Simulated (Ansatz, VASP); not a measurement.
Ta3As5: VASP beside Ansatz

```
Ta As
1.0
     3.39153    0.00000    0.00000
     0.00000    3.39153    0.00000
     0.00000    0.00000   11.76085
Ta As
3 5
Direct
  0.50000 0.50000 0.13788
  0.50000 0.50000 0.86212
  0.00000 0.00000 0.50000
  0.00000 0.00000 0.24285
  0.00000 0.00000 0.75715
  0.00000 0.00000 0.00000
  0.50000 0.50000 0.38182
  0.50000 0.50000 0.61818
```

Change from the starting cell: species swapped into the Ti3Pd5 type (P4/mmm, No. 123).

Alike in both runs: functional PBE; k mesh 6 × 6 × 2; occupations gaussian, width 0.1 eV; no spin polarisation.

Ansatz relaxed the structure, and its values are those at the end. VASP's run is a single point on that final structure, the one shown.

|  | VASP | Ansatz |
| --- | --- | --- |
| version | VASP 6.6.1 | Ansatz 0.2.0 |
| potentials or method | VASP PAW PBE potentials, release 64 (Ta_pv, As), cutoff 520 eV | scalar-relativistic, plane waves, PAW |
| valence electrons in the cell | 58 | 114 |

VASP gave:

| Quantity | Value |
| --- | --- |
| gap on the k mesh at the Fermi level (eV) | none |
| pressure (GPa) | 0.4 |
| rms of the force components (eV/Å) | 0.010 |

Question: Estimate Ansatz's values.

Answer: gap on the k mesh at the Fermi level (eV): none; pressure (GPa): 0.0; rms of the force components (eV/Å): 0.005.

A gap of «none» marks a metal or a gap that the smearing closes. With one functional, cell and mesh, what is left measures potentials, basis and numerics. VASP's potentials hold 58 valence electrons a cell and Ansatz's 114, so a difference there can come from the potentials and not from the codes.

Spin-orbit coupling is off throughout.
